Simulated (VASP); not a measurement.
# Au (C2/m) in VASP: single point with PBEsol

Aim: the single point of Au with PBEsol.

Everything below comes from runs of VASP 6.6.1. Logs are shortened: lines on timing, memory, paths and dates and some standing lists are left out, and cuts for length are marked.

## (1) The cell of the first run

The structure is monoclinic, space group C2/m (No. 12). Conventional cell: a = 5.104 Å, b = 2.947 Å, c = 4.774 Å, α = 90.00°, β = 90.00°, γ = 90.00°. Au (site symmetry m) has 12 Au at 2.76 to 3.08 Å within 3.6 Å.

## (2) Single point, PBEsol (shortest bond scaled by 0.94)

INCAR reads:

```
SYSTEM = Au
  ALGO = Normal
  EDIFF = 1E-6
  ENCUT = 520
  GGA = PS
  ISIF = 2
  ISMEAR = -1
  LASPH = .TRUE.
  LCHARG = .FALSE.
  LREAL = .FALSE.
  LWAVE = .FALSE.
  NBANDS = 18
  NELM = 100
  PREC = Accurate
  SIGMA = 0.05
```

KPOINTS reads:

```
k-points
0
G
  12 12 6
  0 0 0
```

POSCAR reads:

```
Au
1.0
    2.9469569625      0.0000000000      0.0000000000
   -1.4734784812      2.5521395934      0.0000000000
    0.0000000000      0.0000000000      4.7740702792
Au
2
Direct
    0.3133333333      0.6566666667      0.2350000000
    0.6866666667      0.3433333333      0.7650000000
```

Potentials or basis: VASP PAW PBE potentials, release 64 (Au).

Started as:

```bash
> cat potpaw_PBE.64/Au/POTCAR > POTCAR
> mpirun -np 1 vasp_std > vasp.out
```

OUTCAR:

```text
SYSTEM = Au
   EDIFF = 1E-6
   ENCUT = 520
   GGA = PS
   ISIF = 2
   ISMEAR = -1
   LASPH = .TRUE.
   LREAL = .FALSE.
   NELM = 100
   PREC = Accurate

 ion  position               nearest neighbor table
   1  0.313  0.657  0.235-   2 2.76   2 2.85   2 2.85   2 2.99   2 3.08   2 3.08
   2  0.687  0.343  0.765-   1 2.76   1 2.85   1 2.85   1 2.99   1 3.08   1 3.08

  LATTYP: Found a hexagonal cell.
 ALAT       =     2.9469569625
 C/A-ratio  =     1.6200000000

  Lattice vectors:

 A1 = (   2.9469569625,   0.0000000000,   0.0000000000)
 A2 = (  -1.4734784812,   2.5521395934,   0.0000000000)
 A3 = (   0.0000000000,   0.0000000000,   4.7740702792)

Analysis of symmetry for initial positions (statically):
=====================================================================
 Subroutine PRICEL returns:
 Original cell was already a primitive cell.

 Routine SETGRP: Setting up the symmetry group for a
 hexagonal supercell.

 Subroutine GETGRP returns: Found  4 space group operations
 (whereof  4 operations were pure point group operations)
 out of a pool of 24 trial point group operations.

The static configuration has the point symmetry C_2h.

Analysis of symmetry for dynamics (positions and initial velocities):
=====================================================================
 Subroutine PRICEL returns:
 Original cell was already a primitive cell.

 Routine SETGRP: Setting up the symmetry group for a
 hexagonal supercell.

 Subroutine GETGRP returns: Found  4 space group operations
 (whereof  4 operations were pure point group operations)
 out of a pool of 24 trial point group operations.

The dynamic configuration has the point symmetry C_2h.

 Subroutine INISYM returns: Found  4 space group operations
 (whereof  4 operations are pure point group operations),
 and found     1 'primitive' translations

----------------------------------------------------------------------------------------

                                     Primitive cell

  volume of cell :      35.9060

  direct lattice vectors                    reciprocal lattice vectors
     2.946956962  0.000000000  0.000000000     0.339333086  0.195914048  0.000000000
    -1.473478481  2.552139593  0.000000000     0.000000000  0.391828097  0.000000000
     0.000000000  0.000000000  4.774070279     0.000000000  0.000000000  0.209464868

  length of vectors
     2.946956962  2.946956962  4.774070279     0.391828097  0.391828097  0.209464868

  position of ions in fractional coordinates (direct lattice)
     0.313333333  0.656666667  0.235000000
     0.686666667  0.343333333  0.765000000

  ion indices of the primitive-cell ions
   primitive index   ion index
                 1           1
                 2           2

----------------------------------------------------------------------------------------

 KPOINTS: k-points

Automatic generation of k-mesh.
 Grid dimensions read from file:
 generate k-points for:   12   12    6

 Generating k-lattice:

  Cartesian coordinates                     Fractional coordinates (reciprocal lattice)
     0.028277757  0.016326171  0.000000000     0.083333333  0.000000000  0.000000000
     0.000000000  0.032652341  0.000000000     0.000000000  0.083333333  0.000000000
     0.000000000  0.000000000  0.034910811     0.000000000  0.000000000  0.166666667

  Length of vectors
     0.032652341  0.032652341  0.034910811

  Shift w.r.t. Gamma in fractional coordinates (k-lattice)
     0.000000000  0.000000000  0.000000000

 Subroutine IBZKPT returns following result:
 ===========================================

 Found    242 irreducible k-points:

 Following reciprocal coordinates:
            Coordinates               Weight
  0.000000  0.000000  0.000000      1.000000
  0.083333 -0.000000  0.000000      2.000000
  0.000000  0.083333  0.000000      4.000000
  0.166667  0.000000  0.000000      2.000000
  0.000000  0.166667  0.000000      4.000000
  0.250000 -0.000000  0.000000      2.000000
[... 16 lines left out ...]
 -0.083333  0.416667  0.000000      4.000000
 -0.416667  0.333333  0.000000      4.000000
 [... further k-points ...]
   k-points           NKPTS =    242   k-points in BZ     NKDIM =    242   number of bands    NBANDS=     18
   number of dos      NEDOS =    301   number of ions     NIONS =      2
   total plane-waves  NPLWV =  20736
   dimension x,y,z NGX =    24 NGY =   24 NGZ =   36
   dimension x,y,z NGXF=    48 NGYF=   48 NGZF=   72
   ions per type =               2
   NGX,Y,Z   is equivalent  to a cutoff of  13.54, 13.54, 12.54 a.u.
   NGXF,Y,Z  is equivalent  to a cutoff of  27.08, 27.08, 25.07 a.u.
 SYSTEM =  Au
   PREC   = accura    normal or accurate (medium, high low for compatibility)
   ISTART =      0    job   : 0-new  1-cont  2-samecut
   ICHARG =      2    charge: 1-file 2-atom 10-const
   ISPIN  =      1    spin polarized calculation?
   LNONCOLLINEAR =      F non collinear calculations
   LSORBIT =      F    spin-orbit coupling
   LASPH  =      T    aspherical Exc in radial PAW
   ENCUT  =  520.0 eV  38.22 Ry    6.18 a.u.   5.48  5.48  8.88*2*pi/ulx,y,z
   NELM   =    100;   NELMIN=  2; NELMDL= -5     # of ELM steps
   EDIFF  = 0.1E-05   stopping-criterion for ELM
   LREAL  =      F    real-space projection
   EDIFFG = 0.1E-04   stopping-criterion for IOM
   NSW    =      0    number of steps for IOM
   IBRION =     -1    ionic relax: 0-MD 1-quasi-New 2-CG
   NFREE  =      0    steps in history (QN), initial steepest desc. (CG)
   ISIF   =      2    stress and relaxation
   ISYM   =      2    0-nonsym 1-usesym 2-fastsym
   POTIM  = 0.5000    time-step for ionic-motion
   TEBEG  =    0.0;   TEEND  =   0.0 temperature during run
   PSTRESS=    0.0 pullay stress
   NELECT =      22.0000    total number of electrons
   NUPDOWN=      -1.0000    fix difference up-down
   EMIN   =  10.00;   EMAX   =-10.00  energy-range for DOS
   EFERMI =   0.00;   METHOD = LEGACY
   ISMEAR =    -1;   SIGMA  =   0.05  broadening in eV -4-tet -1-fermi 0-gaus
   EFERMI_NEDOS =   21; number of points for ismear=-14 and -15
   IALGO  =     38    algorithm
   IMIX   =      4    mixing-type and parameters
     AMIX     =   0.40;   BMIX     =  1.00
     AMIX_MAG =   1.60;   BMIX_MAG =  1.00
  volume/ion in A,a.u.               =      17.95       121.15
  Fermi-wavevector in a.u.,A,eV,Ry     =   1.390465  2.627598 26.305406  1.933393
  Thomas-Fermi vector in A             =   2.514397
   LORBIT       =      0    0 simple, 1 ext, 2 COOP (PROOUT), +10 PAW based schemes
   GGA     = PS    functional components
   LHFCALC =     F    Hartree Fock is set to
   AEXX    =    0.0000 exact exchange contribution
   IVDW    =     0    specifies the selected vdW correction
   LEPSILON=     F    determine dielectric tensor
   LRPA    =     F    only Hartree local field effects (RPA)
 non-spin polarized calculation
  energy-cutoff  :      520.00
  volume of cell :       35.91
 maximum number of plane-waves:       990
 NGX is ok and might be reduce to    24
   NGX = 11   NGY = 11   NGZ = 17

 number of electron      22.0000004 magnetization

 Free energy of the ion-electron system (eV)
  ---------------------------------------------------
  ext. energy  EPLUGINS =         0.00000000
  ---------------------------------------------------
  free energy    TOTEN  =        -7.69497776 eV

  energy without entropy =       -7.68644656  energy(sigma->0) =       -7.69071216

 E-fermi :   8.3433     XC(G=0): -12.5664

 val. band max:        8.3300353956   @ k =   0.4167   0.0833   0.0000
 cond. band min:       8.3436702301   @ k =  -0.4167  -0.0833   0.3333
 fundamental gap:      0.0136348345
 Fermi energy:         8.3432545996

 k-point     1 :       0.0000    0.0000    0.0000
  band No.  band energies     occupation
      1      -0.9748      2.00000
      2       1.5457      2.00000
      3       4.0208      2.00000
      4       4.0722      2.00000
      5       4.1226      2.00000
      6       4.3229      2.00000
[... 10 lines left out ...]
     17      25.6167      0.00000
     18      26.1942      0.00000

 k-point     2 :       0.0833   -0.0000    0.0000
  band No.  band energies     occupation
      1      -0.7708      2.00000
      2       1.7075      2.00000
      3       3.8140      2.00000
      4       4.1513      2.00000
      5       4.2490      2.00000
      6       4.4177      2.00000
[... 10 lines left out ...]
     17      25.1161      0.00000
     18      25.6495      0.00000

 k-point     3 :       0.0000    0.0833    0.0000
  band No.  band energies     occupation
      1      -0.7731      2.00000
      2       1.6999      2.00000
      3       3.8463      2.00000
      4       4.2070      2.00000
      5       4.2526      2.00000
      6       4.2776      2.00000
[... 10 lines left out ...]
     17      25.0777      0.00000
     18      26.0590      0.00000

 k-point     4 :       0.1667    0.0000    0.0000
  band No.  band energies     occupation
      1      -0.1867      2.00000
      2       2.1167      2.00000
      3       3.5524      2.00000
      4       3.9507      2.00000
      5       4.3837      2.00000
      6       4.5116      2.00000
[... 375 lines left out ...]
      4       3.8847      2.00000
      5       4.0766      2.00000
      6       4.3743      2.00000
[... 10 lines left out ...]
     17      21.2632      0.00000
     18      23.5760      0.00000

 k-point    23 :      -0.0833    0.4167    0.0000
  band No.  band energies     occupation
      1       1.7899      2.00000
      2       2.2886      2.00000
      3       2.6727      2.00000
      4       3.9157      2.00000
      5       4.2046      2.00000
      6       4.4659      2.00000
[... 10 lines left out ...]
     17      21.6280      0.00000
     18      23.5277      0.00000

 k-point    24 :      -0.4167    0.3333    0.0000
  band No.  band energies     occupation
      1       1.7902      2.00000
      2       2.2852      2.00000
      3       2.6898      2.00000
      4       3.8732      2.00000
      5       4.2048      2.00000
      6       4.5029      2.00000
[... 10 lines left out ...]
     17      21.6118      0.00000
     18      23.5150      0.00000

 [... further k-points ...]

------------------------ aborting loop because EDIFF is reached ----------------------------------------

  FORCE on cell =-STRESS in cart. coord.  units (eV):
  Direction    XX          YY          ZZ          XY          YZ          ZX
  --------------------------------------------------------------------------------------
  -------------------------------------------------------------------------------------
  Total       -1.5178442     -1.6297998     -0.8326538      0.0969564      0.1030305      0.1784541
  in kB      -67.7283909    -72.7240095    -37.1542089      4.3263327      4.5973701      7.9628782
  external PRESSURE =     -59.2022031 kB  Pullay stress =       0.0000000 kB

 VOLUME and BASIS-vectors are now :
 -----------------------------------------------------------------------------
  energy-cutoff  :      520.00
  volume of cell :       35.91
      direct lattice vectors                 reciprocal lattice vectors
     2.946956962  0.000000000  0.000000000     0.339333086  0.195914048  0.000000000
    -1.473478481  2.552139593  0.000000000     0.000000000  0.391828097  0.000000000
     0.000000000  0.000000000  4.774070279     0.000000000  0.000000000  0.209464868

 POSITION                                       TOTAL-FORCE (eV/Angst)
 -----------------------------------------------------------------------------------
     -0.04420      1.67590      1.12191         0.085355      0.049280      0.966668
      1.51768      0.87623      3.65216        -0.085355     -0.049280     -0.966668
 -----------------------------------------------------------------------------------
    total drift:                                0.000000     -0.000000     -0.000000

  FREE ENERGIE OF THE ION-ELECTRON SYSTEM (eV)
  ---------------------------------------------------
  free  energy   TOTEN  =        -7.6949777611 eV

  energy  without entropy=       -7.6864465600  energy(sigma->0) =       -7.69071216
```

Wall time 36 s (1 thread of Intel Xeon 6975P-C (Granite Rapids), shared host); peak memory 0.25 GiB.

Results:

* Free energy: -7.6950 eV
* Pressure: -5.9 GPa
* Largest force: 0.972 eV/Å
* Band gap on the k mesh: zero (bands 11 and 12 overlap by 6.16 eV)

Forces in eV/Å, atoms in the order of the input:
```
Au   0.085  0.049  0.967
Au  -0.085 -0.049 -0.967
```

Stress tensor (GPa, compression positive):
```
-6.77  0.43  0.80
 0.43 -7.27  0.46
 0.80  0.46 -3.72
```

Caveat: the cell differs from its parent crystal (shortest bond scaled by 0.94); the cell stands under tension; the PAW data sets were made with another functional, which shifts forces and pressure a little; spin-orbit coupling is left out, which moves the levels of the heavy elements.
